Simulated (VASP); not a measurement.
**Li: single point with revPBE**

Li:

```xyz
1
Lattice="0.0000 1.5924 1.5924 1.5924 0.0000 1.5924 1.5924 1.5924 0.0000" Properties=species:S:1:pos:R:3 pbc="T T T"
Li    0.0000    0.0000    0.0000
```

This isn't the form of Li at room conditions, which is bcc.

```json
{"Program": "VASP 6.6.1", "Task": "single point", "Functional": "revPBE", "Potentials or basis": "VASP PAW PBE potentials, release 64 (Li_sv)", "Cutoff": "520 eV", "k mesh": "17 × 17 × 17", "Occupations": "fermi-dirac, width 0.08 eV", "Spin": "no spin polarisation", "Dipole correction": "no", "Further INCAR settings": "ALGO = Normal; EDIFF = 1e-06; NBANDS = 8"}
```

| Property | Result |
| --- | --- |
| Band gap on the k mesh | zero (an odd number of electrons rules out a gap without spin polarisation) |

Levels at points of the mesh, in eV from the Fermi level:
| k point | band 1 | band 2 | band 3 | band 4 | band 5 |
| --- | --- | --- | --- | --- | --- |
| (0.00, 0.00, 0.00) | -45.95 | -4.01 | 27.08 | 27.08 | 27.08 |

Wall time 7.6 s on 1 thread of Intel(R) Xeon(R) Platinum 8488C (Sapphire Rapids) (shared host), peak memory 0.11 GiB.
